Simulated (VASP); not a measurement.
# Be (P6_3/mmc) in VASP: notebook

Be is run at these levels: PBEsol; tasks: single point, relaxation of cell and atoms.

Program: VASP 6.6.1. These are calculated values, not measurements. Logs are shortened: lines on timing, memory, paths and dates and some standing lists are left out, and cuts for length are marked.

## (1) The cell of the first run

Symmetry: P6_3/mmc, No. 194, hexagonal system. The conventional cell has a = 2.258 Å, b = 2.258 Å, c = 3.550 Å, α = 90.00°, β = 90.00°, γ = 120.00°. Be (site symmetry -6m2) has 12 Be at 2.20 to 2.26 Å within 2.9 Å.

## (2) Single point, PBEsol

Contents of INCAR:

```
SYSTEM = Be
PREC = Accurate
ENCUT = 520
EDIFF = 1E-6
ISMEAR = -1
SIGMA = 0.1
LREAL = .False.
LASPH = .True.
NELM = 100
ALGO = Normal
ISIF = 2
LWAVE = .False.
LCHARG = .True.
GGA = PS
LELF = .True.
LVHAR = .True.
NBANDS = 9
```

Contents of KPOINTS:

```
regular mesh
0
Gamma
  16 16 9
  0 0 0
```

Contents of POSCAR:

```
Be
1.0
    2.2580750172      0.0000000000      0.0000000000
   -1.1290375086      1.9555503286      0.0000000000
    0.0000000000      0.0000000000      3.5503490472
Be
2
Direct
    0.3333333333      0.6666666667      0.2500000000
    0.6666666667      0.3333333333      0.7500000000
```

Potentials or basis: VASP PAW PBE potentials, release 64 (Be).

Run with:

```console
$ cat potpaw_PBE.64/Be/POTCAR > POTCAR
$ mpirun -np 1 vasp_std > vasp.out
```

OUTCAR:

```text
SYSTEM = Be
   PREC = Accurate
   ENCUT = 520
   EDIFF = 1E-6
   ISMEAR = -1
   LREAL = .False.
   LASPH = .True.
   NELM = 100
   ISIF = 2
   GGA = PS

 ion  position               nearest neighbor table
   1  0.333  0.667  0.250-   2 2.20   2 2.20   2 2.20   2 2.20   2 2.20   2 2.20
   2  0.667  0.333  0.750-   1 2.20   1 2.20   1 2.20   1 2.20   1 2.20   1 2.20

  LATTYP: Found a hexagonal cell.
 ALAT       =     2.2580750172
 C/A-ratio  =     1.5722901233

  Lattice vectors:

 A1 = (   2.2580750172,   0.0000000000,   0.0000000000)
 A2 = (  -1.1290375086,   1.9555503286,   0.0000000000)
 A3 = (   0.0000000000,   0.0000000000,   3.5503490472)

Analysis of symmetry for initial positions (statically):
=====================================================================
 Subroutine PRICEL returns:
 Original cell was already a primitive cell.

 Routine SETGRP: Setting up the symmetry group for a
 hexagonal supercell.

 Subroutine GETGRP returns: Found 24 space group operations
 (whereof 12 operations were pure point group operations)
 out of a pool of 24 trial point group operations.

The static configuration has the point symmetry D_3d.
 The point group associated with its full space group is D_6h.

Analysis of symmetry for dynamics (positions and initial velocities):
=====================================================================
 Subroutine PRICEL returns:
 Original cell was already a primitive cell.

 Routine SETGRP: Setting up the symmetry group for a
 hexagonal supercell.

 Subroutine GETGRP returns: Found 24 space group operations
 (whereof 12 operations were pure point group operations)
 out of a pool of 24 trial point group operations.

The dynamic configuration has the point symmetry D_3d.
 The point group associated with its full space group is D_6h.

 Subroutine INISYM returns: Found 24 space group operations
 (whereof 12 operations are pure point group operations),
 and found     1 'primitive' translations

----------------------------------------------------------------------------------------

                                     Primitive cell

  volume of cell :      15.6776

  direct lattice vectors                    reciprocal lattice vectors
     2.258075017  0.000000000  0.000000000     0.442855083  0.255682502  0.000000000
    -1.129037509  1.955550329  0.000000000     0.000000000  0.511365003  0.000000000
     0.000000000  0.000000000  3.550349047     0.000000000  0.000000000  0.281662447

  length of vectors
     2.258075017  2.258075017  3.550349047     0.511365003  0.511365003  0.281662447

  position of ions in fractional coordinates (direct lattice)
     0.333333333  0.666666667  0.250000000
     0.666666667  0.333333333  0.750000000

  ion indices of the primitive-cell ions
   primitive index   ion index
                 1           1
                 2           2

----------------------------------------------------------------------------------------

 KPOINTS: regular mesh

Automatic generation of k-mesh.
 Grid dimensions read from file:
 generate k-points for:   16   16    9

 Generating k-lattice:

  Cartesian coordinates                     Fractional coordinates (reciprocal lattice)
     0.027678443  0.015980156  0.000000000     0.062500000 -0.000000000  0.000000000
     0.000000000  0.031960313  0.000000000     0.000000000  0.062500000  0.000000000
     0.000000000  0.000000000  0.031295827     0.000000000  0.000000000  0.111111111

  Length of vectors
     0.031960313  0.031960313  0.031295827

  Shift w.r.t. Gamma in fractional coordinates (k-lattice)
     0.000000000  0.000000000  0.000000000

 Subroutine IBZKPT returns following result:
 ===========================================

 Found    150 irreducible k-points:

 Following reciprocal coordinates:
            Coordinates               Weight
  0.000000  0.000000  0.000000      1.000000
  0.062500 -0.000000  0.000000      6.000000
  0.125000 -0.000000  0.000000      6.000000
  0.187500  0.000000  0.000000      6.000000
  0.250000 -0.000000  0.000000      6.000000
  0.312500  0.000000  0.000000      6.000000
[... 16 lines left out ...]
  0.187500  0.187500  0.000000      6.000000
  0.250000  0.187500  0.000000     12.000000
 [... further k-points ...]
   k-points           NKPTS =    150   k-points in BZ     NKDIM =    150   number of bands    NBANDS=      9
   number of dos      NEDOS =    301   number of ions     NIONS =      2
   total plane-waves  NPLWV =   9072
   dimension x,y,z NGX =    18 NGY =   18 NGZ =   28
   dimension x,y,z NGXF=    36 NGYF=   36 NGZF=   56
   ions per type =               2
   NGX,Y,Z   is equivalent  to a cutoff of  13.25, 13.25, 13.11 a.u.
   NGXF,Y,Z  is equivalent  to a cutoff of  26.50, 26.50, 26.22 a.u.
 SYSTEM =  Be
   PREC   = accura    normal or accurate (medium, high low for compatibility)
   ISTART =      0    job   : 0-new  1-cont  2-samecut
   ICHARG =      2    charge: 1-file 2-atom 10-const
   ISPIN  =      1    spin polarized calculation?
   LNONCOLLINEAR =      F non collinear calculations
   LSORBIT =      F    spin-orbit coupling
   LASPH  =      T    aspherical Exc in radial PAW
   ENCUT  =  520.0 eV  38.22 Ry    6.18 a.u.   4.20  4.20  6.60*2*pi/ulx,y,z
   NELM   =    100;   NELMIN=  2; NELMDL= -5     # of ELM steps
   EDIFF  = 0.1E-05   stopping-criterion for ELM
   LREAL  =      F    real-space projection
   EDIFFG = 0.1E-04   stopping-criterion for IOM
   NSW    =      0    number of steps for IOM
   IBRION =     -1    ionic relax: 0-MD 1-quasi-New 2-CG
   NFREE  =      0    steps in history (QN), initial steepest desc. (CG)
   ISIF   =      2    stress and relaxation
   ISYM   =      2    0-nonsym 1-usesym 2-fastsym
   POTIM  = 0.5000    time-step for ionic-motion
   TEBEG  =    0.0;   TEEND  =   0.0 temperature during run
   PSTRESS=    0.0 pullay stress
   NELECT =       4.0000    total number of electrons
   NUPDOWN=      -1.0000    fix difference up-down
   EMIN   =  10.00;   EMAX   =-10.00  energy-range for DOS
   EFERMI =   0.00;   METHOD = LEGACY
   ISMEAR =    -1;   SIGMA  =   0.10  broadening in eV -4-tet -1-fermi 0-gaus
   EFERMI_NEDOS =   21; number of points for ismear=-14 and -15
   IALGO  =     38    algorithm
   IMIX   =      4    mixing-type and parameters
     AMIX     =   0.40;   BMIX     =  1.00
     AMIX_MAG =   1.60;   BMIX_MAG =  1.00
  volume/ion in A,a.u.               =       7.84        52.90
  Fermi-wavevector in a.u.,A,eV,Ry     =   1.038330  1.962159 14.668835  1.078129
  Thomas-Fermi vector in A             =   2.172809
   LORBIT       =      0    0 simple, 1 ext, 2 COOP (PROOUT), +10 PAW based schemes
   GGA     = PS    functional components
   LHFCALC =     F    Hartree Fock is set to
   AEXX    =    0.0000 exact exchange contribution
   IVDW    =     0    specifies the selected vdW correction
   LEPSILON=     F    determine dielectric tensor
   LRPA    =     F    only Hartree local field effects (RPA)
 non-spin polarized calculation
  energy-cutoff  :      520.00
  volume of cell :       15.68
 maximum number of plane-waves:       433
 NGX is ok and might be reduce to    18
   NGX =  9   NGY =  9   NGZ = 13

 number of electron       4.0000000 magnetization

 Free energy of the ion-electron system (eV)
  ---------------------------------------------------
  ext. energy  EPLUGINS =         0.00000000
  ---------------------------------------------------
  free energy    TOTEN  =        -8.00242071 eV

  energy without entropy =       -7.99929206  energy(sigma->0) =       -8.00085638

 E-fermi :   7.0271     XC(G=0): -10.6361

 val. band max:        6.7174748084   @ k =   0.3125   0.3125   0.3333
 cond. band min:       7.0342278093   @ k =   0.3125   0.1250   0.0000
 fundamental gap:      0.3167530010
 Fermi energy:         7.0271093422

 k-point     1 :       0.0000    0.0000    0.0000
  band No.  band energies     occupation
      1      -4.3050      2.00000
      2       2.6091      2.00000
      3       8.2665      0.00001
      4      23.1565      0.00000
      5      23.1565      0.00000
      6      26.0276      0.00000
      7      26.0276      0.00000
      8      28.1949      0.00000
      9      34.3070      0.00000

 k-point     2 :       0.0625   -0.0000    0.0000
  band No.  band energies     occupation
      1      -4.1927      2.00000
      2       2.7571      2.00000
      3       8.2977      0.00001
      4      22.2289      0.00000
      5      22.4653      0.00000
      6      26.0411      0.00000
      7      26.3883      0.00000
      8      27.9768      0.00000
      9      32.6028      0.00000

 k-point     3 :       0.1250   -0.0000    0.0000
  band No.  band energies     occupation
      1      -3.8558      2.00000
      2       3.2006      2.00000
      3       8.3812      0.00000
      4      20.0657      0.00000
      5      21.1612      0.00000
      6      25.9622      0.00000
      7      26.6429      0.00000
      8      27.1875      0.00000
      9      30.1390      0.00000

 k-point     4 :       0.1875    0.0000    0.0000
  band No.  band energies     occupation
      1      -3.2937      2.00000
      2       3.9377      2.00000
      3       8.4713      0.00000
      4      17.5466      0.00000
      5      19.8426      0.00000
      6      25.4317      0.00000
      7      25.5407      0.00000
      8      26.3456      0.00000
      9      27.9396      0.00000

 k-point     5 :       0.2500   -0.0000    0.0000
  band No.  band energies     occupation
      1      -2.5070      2.00000
      2       4.9642      2.00000
      3       8.4235      0.00000
      4      15.2584      0.00000
      5      18.6842      0.00000
      6      23.0868      0.00000
      7      23.7142      0.00000
      8      25.7474      0.00000
      9      27.0531      0.00000

 k-point     6 :       0.3125    0.0000    0.0000
  band No.  band energies     occupation
      1      -1.4995      2.00000
      2       6.2711      1.99896
      3       7.8967      0.00033
      4      13.7386      0.00000
      5      17.7502      0.00000
      6      20.2898      0.00000
      7      21.5279      0.00000
      8      25.1192      0.00000
      9      26.8942      0.00000
[... 169 lines left out ...]
 k-point    21 :       0.3750    0.1250    0.0000
  band No.  band energies     occupation
      1       1.4507      2.00000
      2       5.3909      2.00000
      3       9.9928      0.00000
      4      12.2964      0.00000
      5      14.2832      0.00000
      6      15.3463      0.00000
      7      20.1141      0.00000
      8      23.4167      0.00000
      9      25.4941      0.00000

 k-point    22 :       0.4375    0.1250    0.0000
  band No.  band energies     occupation
      1       2.4439      2.00000
      2       4.2656      2.00000
      3      11.1688      0.00000
      4      12.5127      0.00000
      5      13.9148      0.00000
      6      13.9284      0.00000
      7      19.7957      0.00000
      8      23.3219      0.00000
      9      25.3193      0.00000

 k-point    23 :       0.1875    0.1875    0.0000
  band No.  band energies     occupation
      1      -1.2607      2.00000
      2       6.5637      1.98075
      3       8.5456      0.00000
      4      12.6209      0.00000
      5      15.6565      0.00000
      6      21.1556      0.00000
      7      23.0830      0.00000
      8      23.6939      0.00000
      9      26.0421      0.00000

 k-point    24 :       0.2500    0.1875    0.0000
  band No.  band energies     occupation
      1      -0.1315      2.00000
      2       7.9937      0.00013
      3       8.0970      0.00005
      4      10.9529      0.00000
      5      14.8170      0.00000
      6      19.0669      0.00000
      7      21.9648      0.00000
      8      23.0985      0.00000
      9      24.2448      0.00000

 [... further k-points ...]

------------------------ aborting loop because EDIFF is reached ----------------------------------------

  FORCE on cell =-STRESS in cart. coord.  units (eV):
  Direction    XX          YY          ZZ          XY          YZ          ZX
  --------------------------------------------------------------------------------------
  -------------------------------------------------------------------------------------
  Total        0.0338657      0.0338657      0.0406833      0.0000000     -0.0000000      0.0000000
  in kB        3.4609288      3.4609288      4.1576559      0.0000000     -0.0000000      0.0000000
  external PRESSURE =       3.6931711 kB  Pullay stress =       0.0000000 kB

 VOLUME and BASIS-vectors are now :
 -----------------------------------------------------------------------------
  energy-cutoff  :      520.00
  volume of cell :       15.68
      direct lattice vectors                 reciprocal lattice vectors
     2.258075017  0.000000000  0.000000000     0.442855083  0.255682502  0.000000000
    -1.129037509  1.955550329  0.000000000     0.000000000  0.511365003  0.000000000
     0.000000000  0.000000000  3.550349047     0.000000000  0.000000000  0.281662447

 POSITION                                       TOTAL-FORCE (eV/Angst)
 -----------------------------------------------------------------------------------
     -0.00000      1.30370      0.88759         0.000000     -0.000000      0.000000
      1.12904      0.65185      2.66276        -0.000000      0.000000      0.000000
 -----------------------------------------------------------------------------------
    total drift:                                0.000000     -0.000000      0.000000

  FREE ENERGIE OF THE ION-ELECTRON SYSTEM (eV)
  ---------------------------------------------------
  free  energy   TOTEN  =        -8.0024207061 eV

  energy  without entropy=       -7.9992920582  energy(sigma->0) =       -8.00085638
```

Run time: 9.7 s. Hardware: 1 thread of AMD EPYC 9R14 (Zen 4), shared host; peak memory 0.1 GiB.

Results:

- Free energy: -8.0024 eV
- Pressure: 0.4 GPa
- Band gap on the k mesh: zero (bands 2 and 3 overlap by 1.59 eV)

Caveat: the PAW data sets were made with another functional, which shifts forces and pressure a little.

## (3) Relaxation of cell and atoms, PBEsol

This run uses another cell than the first one, of 8.11 Å³/atom.

Contents of INCAR:

```
SYSTEM = Be
PREC     = Accurate       ! precision mode
ENCUT    = 600            ! plane-wave cutoff, eV
EDIFF    = 1E-6           ! SCF threshold, eV
ISMEAR   = -1             ! smearing method
SIGMA    = 0.1            ! smearing width, eV
LREAL    = .FALSE.        ! projectors in reciprocal space
LASPH    = .TRUE.         ! aspherical terms in the spheres
NELM     = 60             ! most SCF steps
ALGO     = Normal         ! electronic algorithm
ISIF     = 3              ! what is computed and relaxed
LWAVE    = .FALSE.        ! write WAVECAR
LCHARG   = .FALSE.        ! write CHGCAR
GGA      = PS             ! functional
IBRION   = 2              ! ionic algorithm
NSW      = 80             ! ionic steps
EDIFFG   = -0.01          ! ionic threshold
```

Contents of KPOINTS:

```
Automatic mesh
0
G
  16 16 9
  0 0 0
```

Contents of POSCAR:

```
Be
1.0
    2.2865984029      0.0000000000      0.0000000000
   -1.1432992015      1.9802523052      0.0000000000
    0.0000000000      0.0000000000      3.5833000000
Be
2
Direct
    0.3333333333      0.6666666667      0.2500000000
    0.6666666667      0.3333333333      0.7500000000
```

Potentials or basis: VASP PAW PBE potentials, release 64 (Be).

Run with:

```console
$ cat potpaw_PBE.64/Be/POTCAR > POTCAR
$ mpirun -np 1 vasp_std > vasp.out
```

Wall time 15 s (1 thread of AMD EPYC 9R14 (Zen 4), shared host); peak memory 0.1 GiB.

It converged, with:

| Quantity | Value |
| --- | --- |
| Free energy | -8.0025 eV |
| Relaxed volume | 7.86 Å³/atom |
| Relaxed cell | a = 2.260 Å, b = 2.260 Å, c = 3.553 Å, α = 90.00°, β = 90.00°, γ = 120.00° |
| Space group after relaxing (to 0.1 Å) | P6_3/mmc (No. 194) |
| Energy gained by relaxing | 3.0 meV/atom |
| Ionic steps | 5 |
| Pressure after relaxing | 0.1 GPa |
| Band gap on the k mesh | zero (bands 2 and 3 overlap by 1.59 eV) |

Step by step:
```
step  energy change (eV)  largest force (eV/Å)  pressure (GPa)  volume (Å³)
   1              0.0000                0.0000           -3.66        16.23
   2             -0.0058                0.0000           -0.53        15.79
   3             -0.0059                0.0000            0.01        15.72
   4             -0.0059                0.0000            0.09        15.71
   5             -0.0060                0.0000            0.07        15.71
```

Final structure:
```
Be
1.0
     2.25986    0.00000    0.00000
    -1.12993    1.95709    0.00000
     0.00000    0.00000    3.55313
Be
2
Direct
  0.33333 0.66667 0.25000
  0.66667 0.33333 0.75000
```

Levels at points of the mesh, in eV from the Fermi level:
```tsv
k point	band 1	band 2	band 3	band 4	band 5
(0.00, 0.00, 0.00)	-11.32	-4.41	1.23	16.10	16.10
(0.50, 0.00, 0.00)	-5.00	-3.09	3.70	6.57	6.87
```

Caveat: the PAW data sets were made with another functional, which shifts forces and pressure a little.

(Part 1 of 2 ends here.)
